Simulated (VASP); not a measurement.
Runs of VASP 6.6.1 on Na2BrCl. The structure is that of space group R-3m (No. 166), or close to it. The cells are those of the table. 

| cell | gap on the mesh (eV) | pressure (GPa) | largest force (eV/Å) |
| --- | --- | --- | --- |
| a = 6.648 Å, angles 34.8°, 4 atoms | 4.42 | 1.3 | 0.02 |
| a = 7.138 Å, angles 32.4°, 4 atoms | 3.92 | -1.0 | 0.01 |
| a = 7.015 Å, angles 32.9°, 4 atoms | 4.05 | -0.5 | 0.01 |
| a = 7.076 Å, angles 32.6°, 4 atoms | (b) | (c) | 0.01 |
| a = 6.831 Å, angles 33.9°, 4 atoms | 4.23 | (a) | 0.01 |

Alike in all rows: task single point; level LDA; potentials or basis VASP PAW LDA potentials, release 64 (Na_pv, Br, Cl); no spin polarisation; k mesh 9 × 9 × 9; cutoff (eV) 520; smearing gaussian 0.05 eV.

Problem. Fill in the values left out.

Solution. (a) 0.3; (b) 3.98; (c) -0.8.

A k mesh can miss the band edges, and the runs leave out spin-orbit coupling on Br.
